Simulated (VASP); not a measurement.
# Pd (Im-3m) in VASP: a series of runs

The runs below take Pd through single point, with revPBE.

Program: VASP 6.6.1. These are calculated values, not measurements. Logs are shortened: lines on timing, memory, paths and dates and some standing lists are left out, and cuts for length are marked.

## (1) The cell of the first run

The structure is cubic, space group Im-3m (No. 229). The conventional cell has a = 3.280 Å, b = 3.280 Å, c = 3.280 Å, α = 90.00°, β = 90.00°, γ = 90.00°. Pd (site symmetry m-3m) has 14 Pd at 2.84 to 3.28 Å within 3.7 Å.

This isn't the form of Pd at room conditions, which is fcc.

## (2) Single point, revPBE, collinear spin (17.65 Å³/atom)

File INCAR:

```
SYSTEM = Pd
PREC     = Accurate       ! precision mode
ENCUT    = 520            ! plane-wave cutoff, eV
EDIFF    = 1E-6           ! SCF threshold, eV
ISMEAR   = -1             ! smearing method
SIGMA    = 0.05           ! smearing width, eV
LREAL    = .FALSE.        ! projectors in reciprocal space
LASPH    = .TRUE.         ! aspherical terms in the spheres
NELM     = 150            ! most SCF steps
ALGO     = Normal         ! electronic algorithm
ISIF     = 2              ! what is computed and relaxed
LWAVE    = .FALSE.        ! write WAVECAR
LCHARG   = .FALSE.        ! write CHGCAR
ISPIN    = 2              ! spin polarisation
MAGMOM   = 0.5 -0.5       ! initial moments
LORBIT   = 11             ! projections on sites
LMAXMIX  = 4              ! l up to which the mixer works
GGA      = RE             ! functional
NBANDS   = 21             ! bands
```

File KPOINTS:

```
regular mesh
0
G
  11 11 11
  0 0 0
```

File POSCAR:

```
Pd
1.0
    3.2804006717      0.0000000000      0.0000000000
    0.0000000000      3.2804006717      0.0000000000
    0.0000000000      0.0000000000      3.2804006717
Pd
2
Direct
    0.0000000000      0.0000000000      0.0000000000
    0.5000000000      0.5000000000      0.5000000000
```

Potentials or basis: VASP PAW PBE potentials, release 64 (Pd).

Launch:

```
$ cat potpaw_PBE.64/Pd/POTCAR > POTCAR
$ mpirun -np 1 vasp_std > vasp.out
```

OUTCAR:

```text
SYSTEM = Pd
   PREC = Accurate
   ENCUT = 520
   EDIFF = 1E-6
   ISMEAR = -1
   LREAL = .FALSE.
   LASPH = .TRUE.
   NELM = 150
   ISIF = 2
   ISPIN = 2
   LORBIT = 11
   GGA = RE

 ion  position               nearest neighbor table
   1  0.000  0.000  0.000-   2 2.84   2 2.84   2 2.84   2 2.84   2 2.84   2 2.84   2 2.84   2 2.84

   2  0.500  0.500  0.500-   1 2.84   1 2.84   1 2.84   1 2.84   1 2.84   1 2.84   1 2.84   1 2.84

  LATTYP: Found a simple cubic cell.
 ALAT       =     3.2804006717

  Lattice vectors:

 A1 = (   3.2804006717,   0.0000000000,   0.0000000000)
 A2 = (   0.0000000000,   3.2804006717,   0.0000000000)
 A3 = (   0.0000000000,   0.0000000000,   3.2804006717)

Analysis of symmetry for initial positions (statically):
=====================================================================
 Subroutine PRICEL returns following result:

  LATTYP: Found a body centered cubic cell.
 ALAT       =     3.2804006717
[... 12 lines left out ...]
 Subroutine GETGRP returns: Found 48 space group operations
 (whereof 48 operations were pure point group operations)
 out of a pool of 48 trial point group operations.

The static configuration has the point symmetry O_h .

Analysis of symmetry for dynamics (positions and initial velocities):
=====================================================================
 Subroutine PRICEL returns following result:

  LATTYP: Found a body centered cubic cell.
 ALAT       =     3.2804006717
[... 12 lines left out ...]
 Subroutine GETGRP returns: Found 48 space group operations
 (whereof 48 operations were pure point group operations)
 out of a pool of 48 trial point group operations.

The dynamic configuration has the point symmetry O_h .

Analysis of structural, dynamic, and magnetic symmetry:
=====================================================================
 Subroutine PRICEL returns following result:

  LATTYP: Found a body centered cubic cell.
 ALAT       =     3.2804006717
[... 12 lines left out ...]
 Subroutine GETGRP returns: Found 48 space group operations
 (whereof 48 operations were pure point group operations)
 out of a pool of 48 trial point group operations.

The overall configuration has the point symmetry O_h .

 Subroutine INISYM returns: Found 48 space group operations
 (whereof 48 operations are pure point group operations),
 and found     2 'primitive' translations

----------------------------------------------------------------------------------------

                                     Primitive cell

  volume of cell :      17.6502

  direct lattice vectors                    reciprocal lattice vectors
     1.640200336  1.640200336 -1.640200336     0.304840811  0.304840811  0.000000000
    -1.640200336  1.640200336  1.640200336    -0.000000000  0.304840811  0.304840811
     1.640200336 -1.640200336  1.640200336     0.304840811  0.000000000  0.304840811
[... 109 lines left out ...]
   AEXX    =    0.0000 exact exchange contribution
   IVDW    =     0    specifies the selected vdW correction
   LEPSILON=     F    determine dielectric tensor
   LRPA    =     F    only Hartree local field effects (RPA)
 spin polarized calculation
  energy-cutoff  :      520.00
  volume of cell :       35.30
 maximum number of plane-waves:       966
   NGX = 13   NGY = 13   NGZ = 13

 number of electron      20.0000019 magnetization       0.0000000

 number of electron      20.0000019 magnetization      -0.0000000

 Free energy of the ion-electron system (eV)
  ---------------------------------------------------
  ext. energy  EPLUGINS =         0.00000000
  ---------------------------------------------------
  free energy    TOTEN  =        -9.25669145 eV

  energy without entropy =       -9.23078062  energy(sigma->0) =       -9.24373604

 E-fermi :   7.1470     XC(G=0): -11.9982

 val. band max:        7.0860950374   @ k =   0.2727   0.0909   0.0909
 cond. band min:       7.1472340597   @ k =   0.0909   0.0000   0.0000
 fundamental gap:      0.0611390223
 Fermi energy:         7.1470254448

 spin component 1

 k-point     1 :       0.0000    0.0000    0.0000
  band No.  band energies     occupation
      1       1.3295      1.00000
      2       3.2247      1.00000
      3       3.2247      1.00000
      4       4.9098      1.00000
      5       4.9098      1.00000
      6       4.9098      1.00000
[... 565 lines left out ...]
     20      28.0329      0.00000
     21      28.5812      0.00000

 [... further k-points ...]

 spin component 2

 k-point     1 :       0.0000    0.0000    0.0000
  band No.  band energies     occupation
      1       1.3295      1.00000
      2       3.2247      1.00000
      3       3.2247      1.00000
      4       4.9098      1.00000
      5       4.9098      1.00000
      6       4.9098      1.00000
[... 565 lines left out ...]
     20      28.0329      0.00000
     21      28.5812      0.00000

 [... further k-points ...]

------------------------ aborting loop because EDIFF is reached ----------------------------------------

  FORCE on cell =-STRESS in cart. coord.  units (eV):
  Direction    XX          YY          ZZ          XY          YZ          ZX
  --------------------------------------------------------------------------------------
  -------------------------------------------------------------------------------------
  Total       -2.7389389     -2.7389389     -2.7389389     -0.0000000      0.0000000     -0.0000000
  in kB     -124.3117693   -124.3117693   -124.3117693     -0.0000000      0.0000000     -0.0000000
  external PRESSURE =    -124.3117693 kB  Pullay stress =       0.0000000 kB

 VOLUME and BASIS-vectors are now :
 -----------------------------------------------------------------------------
  energy-cutoff  :      520.00
  volume of cell :       35.30
      direct lattice vectors                 reciprocal lattice vectors
     3.280400672  0.000000000  0.000000000     0.304840811  0.000000000  0.000000000
     0.000000000  3.280400672  0.000000000     0.000000000  0.304840811  0.000000000
     0.000000000  0.000000000  3.280400672     0.000000000  0.000000000  0.304840811

 POSITION                                       TOTAL-FORCE (eV/Angst)
 -----------------------------------------------------------------------------------
      0.00000      0.00000      0.00000         0.000000      0.000000      0.000000
      1.64020      1.64020      1.64020        -0.000000     -0.000000     -0.000000
 -----------------------------------------------------------------------------------
    total drift:                                0.000000      0.000000     -0.000000

  FREE ENERGIE OF THE ION-ELECTRON SYSTEM (eV)
  ---------------------------------------------------
  free  energy   TOTEN  =        -9.2566914497 eV

  energy  without entropy=       -9.2307806237  energy(sigma->0) =       -9.24373604

 total charge

# of ion       s       p       d       tot
------------------------------------------
    1        0.406   0.310   8.438   9.154
    2        0.406   0.310   8.438   9.154
--------------------------------------------------
tot          0.813   0.620  16.876  18.308

 magnetization (x)

# of ion       s       p       d       tot
------------------------------------------
    1        0.000  -0.000  -0.000  -0.000
    2       -0.000   0.000   0.000   0.000
--------------------------------------------------
tot          0.000   0.000   0.000   0.000
```

OSZICAR:

```text
N       E                     dE             d eps       ncg     rms          rms(c)
DAV:   1     0.113037428097E+03    0.11304E+03   -0.95236E+03  4704   0.895E+02
DAV:   2    -0.699046121846E+01   -0.12003E+03   -0.11174E+03  5314   0.218E+02
DAV:   3    -0.952978633729E+01   -0.25393E+01   -0.25170E+01  5498   0.335E+01
DAV:   4    -0.954993828774E+01   -0.20152E-01   -0.20149E-01  5572   0.307E+00
DAV:   5    -0.955031483402E+01   -0.37655E-03   -0.37654E-03  5759   0.434E-01    0.665E+00
DAV:   6    -0.926373452238E+01    0.28658E+00   -0.74638E-01  5504   0.780E+00    0.329E+00
DAV:   7    -0.925970363893E+01    0.40309E-02   -0.10404E-02  5554   0.757E-01    0.189E+00
DAV:   8    -0.925708949538E+01    0.26141E-02   -0.15974E-03  5339   0.288E-01    0.631E-01
DAV:   9    -0.925667103397E+01    0.41846E-03   -0.11086E-04  5514   0.799E-02    0.353E-02
DAV:  10    -0.925668590750E+01   -0.14874E-04   -0.14223E-05  5587   0.348E-02    0.154E-02
DAV:  11    -0.925669248678E+01   -0.65793E-05   -0.48875E-06  5297   0.192E-02    0.129E-02
DAV:  12    -0.925669125746E+01    0.12293E-05   -0.46422E-07  3322   0.648E-03    0.345E-03
DAV:  13    -0.925669144971E+01   -0.19225E-06   -0.32705E-07  2912   0.478E-03
   1 F= -.92566914E+01 E0= -.92437360E+01  d E =-.259108E-01  mag=    -0.0000
```

stdout:

```text
POSCAR found type information on POSCAR Pd
 POSCAR found :  1 types and       2 ions
 scaLAPACK will be used
 -----------------------------------------------------------------------------
|                                                                             |
|                                                                             |
|     You enforced a specific xc type in the INCAR file but a different       |
|     I HOPE YOU KNOW WHAT YOU ARE DOING!                                     |
|                                                                             |
 -----------------------------------------------------------------------------

 LDA part: xc-table for (Slater+PW92), standard interpolation
 POSCAR, INCAR and KPOINTS ok, starting setup
 FFT: planning ... GRIDC
 FFT: planning ... GRID_SOFT
 FFT: planning ... GRID
 WAVECAR not read
 entering main loop
```

Wall time 17 s (1 thread of Intel Xeon 6975P-C (Granite Rapids), shared host); peak memory 0.18 GiB.

What came out:

```
Free energy                                           : -9.2567 eV
Pressure                                              : -12.4 GPa
Band gap on the k mesh                                : zero (filled and empty bands overlap)
Net moment                                            : 0.00 μB per cell
Valence electrons inside the program's atomic spheres : Pd 9.15
```

Levels at points of the mesh, in eV from the Fermi level:
Spin up:
| k point | band 7 | band 8 | band 9 | band 10 | band 11 | band 12 | band 13 | band 14 |
| --- | --- | --- | --- | --- | --- | --- | --- | --- |
| (0.00, 0.00, 0.00) | -0.73 | -0.73 | 0.13 | 0.13 | 0.13 | 8.62 | 8.62 | 8.62 |
Spin down:
```
           k point  band 6  band 7  band 8  band 9  band 10  band 11  band 12  band 13  band 14  band 15
(0.00, 0.00, 0.00)   -2.24   -0.73   -0.73    0.13     0.13     0.13     8.62     8.62     8.62    14.95
```

Caveat: the cell stands under tension; the PAW data sets were made with another functional, which shifts forces and pressure a little.

## (3) Single point, revPBE, collinear spin

This run uses another cell than the first one, of 15.76 Å³/atom.

File INCAR:

```
SYSTEM = Pd
ALGO = Normal ; EDIFF = 1E-6
ENCUT = 520 ; GGA = RE
ISIF = 2 ; ISMEAR = -1
ISPIN = 2 ; LASPH = .TRUE.
LCHARG = .TRUE. ; LELF = .TRUE.
LMAXMIX = 4 ; LORBIT = 11
LREAL = .FALSE. ; LVHAR = .TRUE.
LWAVE = .FALSE. ; MAGMOM = 0.5 -0.5
NBANDS = 21 ; NELM = 150
PREC = Accurate ; SIGMA = 0.05
```

File KPOINTS:

```
k-points
0
G
  16 16 16
  0 0 0
```

File POSCAR:

```
Pd
1.0
    3.1587909464      0.0000000000      0.0000000000
    0.0000000000      3.1587909464      0.0000000000
    0.0000000000      0.0000000000      3.1587909464
Pd
2
Direct
    0.0000000000      0.0000000000      0.0000000000
    0.5000000000      0.5000000000      0.5000000000
```

Potentials or basis: VASP PAW PBE potentials, release 64 (Pd).

Launch:

```
$ cat potpaw_PBE.64/Pd/POTCAR > POTCAR
$ mpirun -np 1 vasp_std > vasp.out
```

Wall time 43 s (1 thread of Intel Xeon 6975P-C (Granite Rapids), shared host); peak memory 0.26 GiB.

Results (log left out):

| Item | Value |
| --- | --- |
| Free energy | -9.4211 eV |
| Pressure | -0.2 GPa |
| Band gap on the k mesh | zero (filled and empty bands overlap) |
| Net moment | 0.00 μB per cell |
| Valence electrons inside the program's atomic spheres | Pd 9.33 |

Levels at points of the mesh, in eV from the Fermi level:
Spin up:
| k point | band 8 | band 9 | band 10 | band 11 | band 12 | band 13 |
| --- | --- | --- | --- | --- | --- | --- |
| (0.00, 0.00, 0.00) | -0.87 | 0.19 | 0.19 | 0.19 | 9.04 | 9.04 |
| (0.50, 0.00, 0.00) | -2.08 | -1.34 | -1.34 | 0.69 | 0.69 | 16.29 |
| (0.50, 0.50, 0.00) | -0.66 | 0.53 | 0.53 | 1.54 | 1.54 | 7.45 |
| (0.50, 0.50, 0.50) | -0.62 | -0.62 | -0.62 | 8.48 | 8.48 | 9.16 |
Spin down:
```tsv
k point	band 7	band 8	band 9	band 10	band 11	band 12	band 13	band 14
(0.00, 0.00, 0.00)	-0.87	-0.87	0.19	0.19	0.19	9.04	9.04	9.04
(0.50, 0.00, 0.00)	-2.08	-2.08	-1.34	-1.34	0.69	0.69	16.29	16.29
(0.50, 0.50, 0.00)	-0.66	-0.66	0.53	0.53	1.54	1.54	7.45	7.45
(0.50, 0.50, 0.50)	-0.62	-0.62	-0.62	-0.62	8.48	8.48	9.16	9.16
```

Caveat: the PAW data sets were made with another functional, which shifts forces and pressure a little.
